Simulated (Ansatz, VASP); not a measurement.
## Two plane-wave programs on Ta2NbN3

The input INCAR:

```
  PREC = Accurate
  ENCUT = 600
  EDIFF = 1E-6
  ISMEAR = 0
  SIGMA = 0.1
  LREAL = False
  LASPH = True
  NELM = 100
  ALGO = Normal
  ISIF = 3
  LWAVE = False
  LCHARG = False
  GGA = PE
  IBRION = 2
  NSW = 100
  EDIFFG = -0.01
```

The input KPOINTS:

```
regular mesh
0
Gamma
  6 6 10
```

File POSCAR:

```
Ta2NbN3
1.0
    5.2182047663      0.0000000000      0.0000000000
   -2.6091023832      4.5190978898      0.0000000000
    0.0000000000      0.0000000000      2.9304318510
Ta Nb N
2 1 3
Direct
    0.3333333333      0.6666666667      0.5000000000
    0.6666666667      0.3333333333      0.5000000000
    0.0000000000      0.0000000000      0.0000000000
    0.3952691099      0.0000000000      0.0000000000
    0.0000000000      0.3952691099      0.0000000000
    0.6047308901      0.6047308901      0.0000000000
```

Input for Ansatz:

```yaml
crystal:
  lattice:
    - [5.2182047663, 0.0, 0.0]
    - [-2.6091023832, 4.5190978898, 0.0]
    - [0.0, 0.0, 2.930431851]
  atoms:
    - { symbol: Ta, position: [0.3333333333, 0.6666666667, 0.5] }
    - { symbol: Ta, position: [0.6666666667, 0.3333333333, 0.5] }
    - { symbol: Nb, position: [0.0, 0.0, 0.0] }
    - { symbol: "N", position: [0.3952691099, 0.0, 0.0] }
    - { symbol: "N", position: [0.0, 0.3952691099, 0.0] }
    - { symbol: "N", position: [0.6047308901, 0.6047308901, 0.0] }
basis:
  ecutwfc: 420
kpoints:
  mp_grid: { grid: [6, 6, 10] }
hamiltonian:
  xc: pbe
scf:
  occupations: { method: gaussian, width: 0.1 }
output:
  forces: true
  stress: true
  eigenvalues: true
relax:
  adjacent_minimum: "off"
  f_tol: 0.01
  max_steps: 80
  cell: { stress_tol: 0.05 }
```

Alike in both runs: task relaxation of cell and atoms; functional PBE; k mesh 6 × 6 × 10; occupations gaussian, width 0.1 eV; no spin polarisation.

|  | VASP | Ansatz |
| --- | --- | --- |
| version | VASP 6.6.1 | Ansatz 0.2.0 |
| potentials or method | VASP PAW PBE potentials, release 64 (Ta_pv, Nb_sv, N), cutoff 600 eV | scalar-relativistic, plane waves, PAW |
| valence electrons in the cell | 50 | 54 |

```tsv
	VASP	Ansatz	Ansatz less VASP
gap on the k mesh at the Fermi level, each at its own relaxed structure (eV)	none	none	-
relaxed volume (Å³/atom)	11.53	11.51	-0.012
relaxed cell length with the largest relative difference (Å)	2.920	2.919	-0.0017
```

A gap of «none» marks a metal or a gap that the smearing closes. VASP's potentials hold 50 valence electrons a cell and Ansatz's 54, so a difference there can come from the potentials and not from the codes.

Neither program's run includes spin-orbit coupling.
